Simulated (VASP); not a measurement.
# CuO (Tenorite) (C2/c) in VASP: a series of runs

CuO (Tenorite) is run at these levels: PBEsol; tasks: single point.

Everything below comes from runs of VASP 6.6.1. Logs are shortened: lines on timing, memory, paths and dates and some standing lists are left out, and cuts for length are marked.

### Step 1. The cell of the first run

It takes space group C2/c (No. 15, monoclinic). Conventional cell: a = 4.604 Å, b = 3.365 Å, c = 5.042 Å, α = 90.00°, β = 99.54°, γ = 90.00°. Cu (site symmetry -1) has 4 O at 1.92 to 1.93 Å within 2.5 Å. O (site symmetry 2) has 4 Cu at 1.92 to 1.93 Å within 2.5 Å.

### Step 2. Single point, PBEsol

Input file INCAR:

```
PREC     = Accurate       # precision mode
ENCUT    = 520            # plane-wave cutoff, eV
EDIFF    = 1E-7           # SCF threshold, eV
ISMEAR   = 0              # smearing method
SIGMA    = 0.1            # smearing width, eV
LREAL    = F              # projectors in reciprocal space
LASPH    = T              # aspherical terms in the spheres
NELM     = 80             # most SCF steps
ALGO     = Normal         # electronic algorithm
ISIF     = 2              # what is computed and relaxed
LWAVE    = F              # write WAVECAR
LCHARG   = F              # write CHGCAR
GGA      = PS             # functional
NBANDS   = 25             # bands
```

Input file KPOINTS:

```
Automatic mesh
0
Gamma
  10 10 6
```

Input file POSCAR:

```
CuO
1.0
    2.3021499576     -1.6822893108      0.0000000000
    2.3021499576      1.6822893108      0.0000000000
   -0.8356199280      0.0000000000      4.9721268255
Cu O
2 2
Direct
    0.0000000000      0.5000000000      0.0000000000
    0.5000000000      0.0000000000      0.5000000000
    0.5816000000      0.4184000000      0.2500000000
    0.4184000000      0.5816000000      0.7500000000
```

Potentials or basis: VASP PAW PBE potentials, release 64 (Cu, O).

Run with:

```bash
cat potpaw_PBE.64/Cu/POTCAR potpaw_PBE.64/O/POTCAR > POTCAR
mpirun -np 1 vasp_std > vasp.out
```

OUTCAR:

```text
PREC = Accurate
   ENCUT = 520
   EDIFF = 1E-7
   ISMEAR = 0
   LREAL = F
   LASPH = T
   NELM = 80
   ISIF = 2
   GGA = PS

 ion  position               nearest neighbor table
   1  0.000  0.500  0.000-   3 1.92   4 1.92   4 1.93   3 1.93
   2  0.500  0.000  0.500-   4 1.92   3 1.92   4 1.93   3 1.93
   3  0.582  0.418  0.250-   2 1.92   1 1.92   2 1.93   1 1.93
   4  0.418  0.582  0.750-   1 1.92   2 1.92   2 1.93   1 1.93

  LATTYP: Found a base centered monoclinic cell.
 ALAT       =     4.6042999152
 B/A-ratio  =     0.7307470590
 C/A-ratio  =     1.0950319242
 COS(beta)  =    -0.1657365915

  Lattice vectors:

 A1 = (   2.3021499576,  -1.6822893108,   0.0000000000)
 A2 = (   2.3021499576,   1.6822893108,   0.0000000000)
 A3 = (  -0.8356199280,   0.0000000000,   4.9721268255)

Analysis of symmetry for initial positions (statically):
=====================================================================
 Subroutine PRICEL returns:
 Original cell was already a primitive cell.

 Routine SETGRP: Setting up the symmetry group for a
 base centered monoclinic supercell.

 Subroutine GETGRP returns: Found  4 space group operations
 (whereof  2 operations were pure point group operations)
 out of a pool of  4 trial point group operations.

The static configuration has the point symmetry S_2 .
 The point group associated with its full space group is C_2h.

Analysis of symmetry for dynamics (positions and initial velocities):
=====================================================================
 Subroutine PRICEL returns:
 Original cell was already a primitive cell.

 Routine SETGRP: Setting up the symmetry group for a
 base centered monoclinic supercell.

 Subroutine GETGRP returns: Found  4 space group operations
 (whereof  2 operations were pure point group operations)
 out of a pool of  4 trial point group operations.

The dynamic configuration has the point symmetry S_2 .
 The point group associated with its full space group is C_2h.

 Subroutine INISYM returns: Found  4 space group operations
 (whereof  2 operations are pure point group operations),
 and found     1 'primitive' translations

----------------------------------------------------------------------------------------

                                     Primitive cell

  volume of cell :      38.5129

  direct lattice vectors                    reciprocal lattice vectors
     2.302149958 -1.682289311  0.000000000     0.217188285 -0.297214039  0.036500851
     2.302149958  1.682289311  0.000000000     0.217188285  0.297214039  0.036500851
    -0.835619928  0.000000000  4.972126826     0.000000000  0.000000000  0.201121177

  length of vectors
     2.851314040  2.851314040  5.041855396     0.369917893  0.369917893  0.201121177

  position of ions in fractional coordinates (direct lattice)
     1.000000000  0.500000000  0.000000000
     0.500000000  1.000000000  0.500000000
     0.581600000  0.418400000  0.250000000
     0.418400000  0.581600000  0.750000000

  ion indices of the primitive-cell ions
   primitive index   ion index
                 1           1
                 2           2
                 3           3
                 4           4

----------------------------------------------------------------------------------------

 KPOINTS: Automatic mesh

Automatic generation of k-mesh.
 Grid dimensions read from file:
 generate k-points for:   10   10    6

 Generating k-lattice:

  Cartesian coordinates                     Fractional coordinates (reciprocal lattice)
     0.021718828 -0.029721404  0.003650085     0.100000000 -0.000000000  0.000000000
     0.021718828  0.029721404  0.003650085    -0.000000000  0.100000000  0.000000000
     0.000000000  0.000000000  0.033520196     0.000000000  0.000000000  0.166666667

  Length of vectors
     0.036991789  0.036991789  0.033520196

  Shift w.r.t. Gamma in fractional coordinates (k-lattice)
     0.000000000  0.000000000  0.000000000

 Subroutine IBZKPT returns following result:
 ===========================================

 Found    172 irreducible k-points:

 Following reciprocal coordinates:
            Coordinates               Weight
  0.000000  0.000000  0.000000      1.000000
  0.100000 -0.000000  0.000000      4.000000
  0.200000 -0.000000  0.000000      4.000000
  0.300000  0.000000 -0.000000      4.000000
  0.400000 -0.000000  0.000000      4.000000
  0.500000 -0.000000  0.000000      2.000000
[... 16 lines left out ...]
  0.300000  0.300000  0.000000      2.000000
  0.400000  0.300000 -0.000000      4.000000
 [... further k-points ...]
   k-points           NKPTS =    172   k-points in BZ     NKDIM =    172   number of bands    NBANDS=     25
   number of dos      NEDOS =    301   number of ions     NIONS =      4
   total plane-waves  NPLWV =  23040
   dimension x,y,z NGX =    24 NGY =   24 NGZ =   40
   dimension x,y,z NGXF=    48 NGYF=   48 NGZF=   80
   ions per type =               2   2
[... 64 lines left out ...]
 cond. band min:       6.2893792216   @ k =  -0.1000  -0.2000   0.1667
 fundamental gap:      0.0119897244
 Fermi energy:         6.2808227169

 k-point     1 :       0.0000    0.0000    0.0000
  band No.  band energies     occupation
      1     -14.1041      2.00000
      2     -12.5946      2.00000
      3      -2.4863      2.00000
      4       0.2852      2.00000
      5       0.7047      2.00000
      6       2.6788      2.00000
[... 17 lines left out ...]
     24      22.7134      0.00000
     25      23.0949      0.00000

 k-point     2 :       0.1000   -0.0000    0.0000
  band No.  band energies     occupation
      1     -14.0278      2.00000
      2     -12.5711      2.00000
      3      -2.3695      2.00000
      4       0.2662      2.00000
      5       0.6721      2.00000
      6       1.8566      2.00000
[... 17 lines left out ...]
     24      22.3828      0.00000
     25      23.4774      0.00000

 k-point     3 :       0.2000   -0.0000    0.0000
  band No.  band energies     occupation
      1     -13.8198      2.00000
      2     -12.5083      2.00000
      3      -2.0563      2.00000
      4       0.1928      2.00000
      5       0.5132      2.00000
      6       0.7916      2.00000
[... 17 lines left out ...]
     24      21.4695      0.00000
     25      23.0193      0.00000

 k-point     4 :       0.3000    0.0000   -0.0000
  band No.  band energies     occupation
      1     -13.5436      2.00000
      2     -12.4292      2.00000
      3      -1.6594      2.00000
      4      -0.4754      2.00000
      5       0.1044      2.00000
      6       0.6795      2.00000
[... 17 lines left out ...]
     24      20.3648      0.00000
     25      22.5864      0.00000

 k-point     5 :       0.4000   -0.0000    0.0000
  band No.  band energies     occupation
      1     -13.3014      2.00000
      2     -12.3649      2.00000
      3      -1.3589      2.00000
      4      -1.2248      2.00000
      5       0.0603      2.00000
      6       0.6986      2.00000
[... 17 lines left out ...]
     24      19.5243      0.00000
     25      22.2203      0.00000

 k-point     6 :       0.5000   -0.0000    0.0000
  band No.  band energies     occupation
      1     -13.2035      2.00000
      2     -12.3407      2.00000
      3      -1.5324      2.00000
      4      -1.2139      2.00000
      5       0.0598      2.00000
      6       0.7114      2.00000
[... 17 lines left out ...]
     24      19.2418      0.00000
     25      22.0695      0.00000
[... 393 lines left out ...]
 k-point    21 :      -0.3000    0.2000    0.0000
  band No.  band energies     occupation
      1     -13.2296      2.00000
      2     -12.3379      2.00000
      3      -1.1979      2.00000
      4      -0.6008      2.00000
      5       0.0420      2.00000
      6       0.4246      2.00000
[... 17 lines left out ...]
     24      19.7114      0.00000
     25      20.2957      0.00000

 k-point    22 :      -0.2000    0.2000    0.0000
  band No.  band energies     occupation
      1     -13.4799      2.00000
      2     -12.3993      2.00000
      3      -1.5562      2.00000
      4       0.0358      2.00000
      5       0.0850      2.00000
      6       0.4178      2.00000
[... 17 lines left out ...]
     24      20.2537      0.00000
     25      20.6322      0.00000

 k-point    23 :       0.3000    0.3000    0.0000
  band No.  band energies     occupation
      1     -13.2026      2.00000
      2     -12.3811      2.00000
      3      -1.0581      2.00000
      4      -0.5240      2.00000
      5       0.5212      2.00000
      6       0.5332      2.00000
[... 17 lines left out ...]
     24      21.0907      0.00000
     25      21.3500      0.00000

 k-point    24 :       0.4000    0.3000   -0.0000
  band No.  band energies     occupation
      1     -12.9855      2.00000
      2     -12.3300      2.00000
      3      -1.0610      2.00000
      4      -0.7500      2.00000
      5       0.2878      2.00000
      6       0.5151      2.00000
[... 17 lines left out ...]
     24      19.8966      0.00000
     25      20.8447      0.00000

 [... further k-points ...]
[... 5 lines left out ...]
  --------------------------------------------------------------------------------------
  -------------------------------------------------------------------------------------
  Total        1.9704123      1.9075020      1.9911914      0.0000000      0.0000000     -0.4672204
  in kB       81.9711826     79.3540504     82.8356146      0.0000000      0.0000000    -19.4368511
  external PRESSURE =      81.3869492 kB  Pullay stress =       0.0000000 kB

 VOLUME and BASIS-vectors are now :
 -----------------------------------------------------------------------------
  energy-cutoff  :      520.00
  volume of cell :       38.51
      direct lattice vectors                 reciprocal lattice vectors
     2.302149958 -1.682289311  0.000000000     0.217188285 -0.297214039  0.036500851
     2.302149958  1.682289311  0.000000000     0.217188285  0.297214039  0.036500851
    -0.835619928  0.000000000  4.972126826     0.000000000  0.000000000  0.201121177

 POSITION                                       TOTAL-FORCE (eV/Angst)
 -----------------------------------------------------------------------------------
      1.15107      0.84114      0.00000         0.000000      0.000000      0.000000
      0.73327     -0.84114      2.48606         0.000000      0.000000      0.000000
      2.09324     -0.27455      1.24303        -0.000000      0.150620      0.000000
      1.67544      0.27455      3.72910        -0.000000     -0.150620      0.000000
 -----------------------------------------------------------------------------------
    total drift:                                0.000000      0.000000     -0.000000

  FREE ENERGIE OF THE ION-ELECTRON SYSTEM (eV)
  ---------------------------------------------------
  free  energy   TOTEN  =       -21.3094183748 eV

  energy  without entropy=      -21.2975090852  energy(sigma->0) =      -21.30346373
```

Run time: 60 s. Hardware: 1 thread of Intel Xeon 6975P-C (Granite Rapids), shared host; peak memory 0.26 GiB.

What came out:

```yaml
Free_energy: -21.3094 eV
Pressure: 8.1 GPa
Largest_force: 0.151 eV/Å
Band_gap_on_the_k_mesh: zero (band 17 reaches 6.56 eV, above the bottom of band 18 at 5.84 eV)
```

Forces in eV/Å, atoms in the order of the input:
```
Cu   0.000  0.000  0.000
Cu   0.000  0.000  0.000
O    0.000  0.151  0.000
O    0.000 -0.151  0.000
```

Caveat: the PAW data sets were made with another functional, which shifts forces and pressure a little; semilocal functionals often make such compounds metallic where correlation or magnetic order opens a gap, which also shifts bond lengths.

### Step 3. Single point, PBEsol

This run uses another cell than the first one, of 9.93 Å³/atom, 1.032 times its volume.

Input file INCAR:

```
SYSTEM = CuO
ALGO = Normal
EDIFF = 1E-6
ENCUT = 520
GGA = PS
ISIF = 2
ISMEAR = 0
LASPH = .True.
LCHARG = .False.
LREAL = .False.
LWAVE = .False.
NBANDS = 25
NELM = 100
PREC = Accurate
SIGMA = 0.1
```

Input file KPOINTS:

```
k-points
0
Gamma
  10 10 6
  0 0 0
```

Input file POSCAR:

```
CuO
1.0
    2.3261324123     -1.6998144190      0.0000000000
    2.3261324123      1.6998144190      0.0000000000
   -0.8443249288      0.0000000000      5.0239235409
Cu O
2 2
Direct
    0.0000000000      0.5000000000      0.0000000000
    0.5000000000      0.0000000000      0.5000000000
    0.5816000000      0.4184000000      0.2500000000
    0.4184000000      0.5816000000      0.7500000000
```

Potentials or basis: VASP PAW PBE potentials, release 64 (Cu, O).

Run with:

```bash
cat potpaw_PBE.64/Cu/POTCAR potpaw_PBE.64/O/POTCAR > POTCAR
mpirun -np 1 vasp_std > vasp.out
```

It took 56 s on 1 thread of Intel Xeon 6975P-C (Granite Rapids), shared host; peak memory 0.26 GiB.

The run converged. Its results:

```yaml
Free_energy: -21.3479 eV
Pressure: 1.7 GPa
Largest_force: 0.259 eV/Å
Band_gap_on_the_k_mesh: zero (band 17 reaches 6.12 eV, above the bottom of band 18 at 5.40 eV)
```

Forces on the atoms (eV/Å):
```
Cu   0.000  0.000  0.000
Cu   0.000  0.000  0.000
O    0.000  0.259  0.000
O    0.000 -0.259  0.000
```

Stress tensor (GPa, compression positive):
```
 1.45  0.00 -1.07
 0.00  2.96  0.00
-1.07  0.00  0.69
```

Levels at points of the mesh, in eV from the Fermi level:
| k point | band 15 | band 16 | band 17 | band 18 | band 19 | band 20 |
| --- | --- | --- | --- | --- | --- | --- |
| (0.00, 0.00, 0.00) | -2.22 | -1.69 | 0.22 | 0.96 | 1.74 | 5.93 |
| (0.50, 0.00, 0.00) | -1.55 | -1.45 | -0.01 | 0.25 | 4.76 | 6.30 |
| (0.50, 0.50, 0.00) | -1.70 | -1.24 | -0.67 | 1.09 | 3.18 | 7.09 |
| (0.00, 0.00, 0.50) | -1.55 | -1.55 | 0.23 | 0.23 | 3.95 | 3.95 |
| (0.50, 0.00, 0.50) | -1.77 | -1.64 | -0.08 | 0.76 | 5.03 | 6.58 |
| (0.50, 0.50, 0.50) | -1.34 | -1.34 | -0.44 | -0.44 | 5.10 | 5.10 |

Caveat: the PAW data sets were made with another functional, which shifts forces and pressure a little; semilocal functionals often make such compounds metallic where correlation or magnetic order opens a gap, which also shifts bond lengths. With open d or f shells a metallic result of PBEsol can be an artefact of self-interaction; +U or a hybrid may open a gap.

### Step 4. Single point, PBEsol

This run uses another cell than the first one, of 10.24 Å³/atom, 1.063 times its volume.

Input file INCAR:

```
SYSTEM = CuO
ALGO = Normal ; EDIFF = 1E-6
ENCUT = 520 ; GGA = PS
ISIF = 2 ; ISMEAR = 0
LASPH = .True. ; LCHARG = .False.
LREAL = .False. ; LWAVE = .False.
NBANDS = 25 ; NELM = 80
PREC = Accurate ; SIGMA = 0.1
```

KPOINTS is that of step 3.

Input file POSCAR:

```
CuO
1.0
    2.3496302897     -1.7169854238      0.0000000000
    2.3496302897      1.7169854238      0.0000000000
   -0.8528540407      0.0000000000      5.0746736783
Cu O
2 2
Direct
    0.0000000000      0.5000000000      0.0000000000
    0.5000000000      0.0000000000      0.5000000000
    0.5816000000      0.4184000000      0.2500000000
    0.4184000000      0.5816000000      0.7500000000
```

Run with:

```bash
cat potpaw_PBE.64/Cu/POTCAR potpaw_PBE.64/O/POTCAR > POTCAR
mpirun -np 1 vasp_std > vasp.out
```

Wall time 58 s (1 thread of Intel Xeon 6975P-C (Granite Rapids), shared host); peak memory 0.26 GiB.

It converged, with:

* Free energy: -21.3413 eV
* Pressure: -3.7 GPa
* Largest force: 0.354 eV/Å
* Band gap on the k mesh: zero (band 17 reaches 5.70 eV, above the bottom of band 18 at 4.98 eV)

Forces in eV/Å, atoms in the order of the input:
```
Cu   0.000  0.000  0.000
Cu   0.000  0.000  0.000
O    0.000  0.354  0.000
O    0.000 -0.354  0.000
```

Stress tensor (GPa, compression positive):
```
-4.26  0.00 -0.33
 0.00 -1.27  0.00
-0.33  0.00 -5.71
```

Levels at points of the mesh, in eV from the Fermi level:
```
           k point  band 14  band 15  band 16  band 17  band 18  band 19  band 20  band 21
(0.00, 0.00, 0.00)    -2.18    -2.13    -1.63     0.22     0.93     1.63     5.90     8.06
(0.50, 0.00, 0.00)    -1.57    -1.48    -1.39    -0.01     0.25     4.77     6.18     6.87
(0.50, 0.50, 0.00)    -2.10    -1.67    -1.19    -0.64     1.06     3.26     6.98     8.42
(0.00, 0.00, 0.50)    -2.19    -1.48    -1.48     0.24     0.24     3.85     3.85    11.54
(0.50, 0.00, 0.50)    -2.11    -1.71    -1.57    -0.09     0.74     5.03     6.45     7.92
(0.50, 0.50, 0.50)    -1.63    -1.28    -1.28    -0.43    -0.43     5.13     5.13     8.89
```

Caveat: the PAW data sets were made with another functional, which shifts forces and pressure a little; semilocal functionals often make such compounds metallic where correlation or magnetic order opens a gap, which also shifts bond lengths. With open d or f shells a metallic result of PBEsol can be an artefact of self-interaction; +U or a hybrid may open a gap.

### Step 5. Overview

```csv
cell,gap on the mesh (eV),pressure (GPa),largest force (eV/Å)
"a = 2.851, b = 2.851, c = 5.042 Å, angles 97.7, 97.7, 72.3°, 4 atoms",none,8.1,0.15
"a = 2.881, b = 2.881, c = 5.094 Å, angles 97.7, 97.7, 72.3°, 4 atoms",none,1.7,0.26
"a = 2.910, b = 2.910, c = 5.146 Å, angles 97.7, 97.7, 72.3°, 4 atoms",none,-3.7,0.35
```

Alike in all rows: task single point; level PBEsol; potentials or basis VASP PAW PBE potentials, release 64 (Cu, O); no spin polarisation; k mesh 10 × 10 × 6; cutoff (eV) 520; smearing gaussian 0.1 eV.

Caveats: the PAW data sets were made with another functional, which shifts forces and pressure a little; semilocal functionals often make such compounds metallic where correlation or magnetic order opens a gap, which also shifts bond lengths.

Absolute energies hang on the potentials; compare differences alone.
